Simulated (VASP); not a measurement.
Crystal: KCl.

```
CELL_PARAMETERS angstrom
-0.02876 3.50728 3.50728
3.50728 -0.02876 3.50728
3.47852 3.47852 0.00000
ATOMIC_POSITIONS crystal
K 0.99814 0.99814 0.00186
Cl 0.25186 0.25186 0.24814
```

This cell differs from its parent crystal: shear xy strain -1.6%.

Base run:

```yaml
Program: VASP 6.6.1
Functional: HSE06
Potentials_or_basis: VASP PAW PBE potentials, release 64 (K_sv, Cl)
Cutoff: 520 eV
k_mesh: 4 × 4 × 4
Occupations: gaussian, width 0.01 eV
Spin: no spin polarisation
```

Its results: band gap on the k mesh 6.01 eV (least direct gap 6.04 eV); pressure 0.2 GPa.

**Question.** The run is repeated on the same cell with these changes: functional from HSE06 to r2SCAN; k mesh from 4 × 4 × 4 to 6 × 6 × 6. What comes out?

**Answer.** Band gap on the k mesh 5.34 eV (least direct gap 5.38 eV); pressure 0.0 GPa.

Several settings changed at once.

Caveats: the PAW data sets were made with another functional, which shifts forces and pressure a little.

A k mesh can miss the band edges.
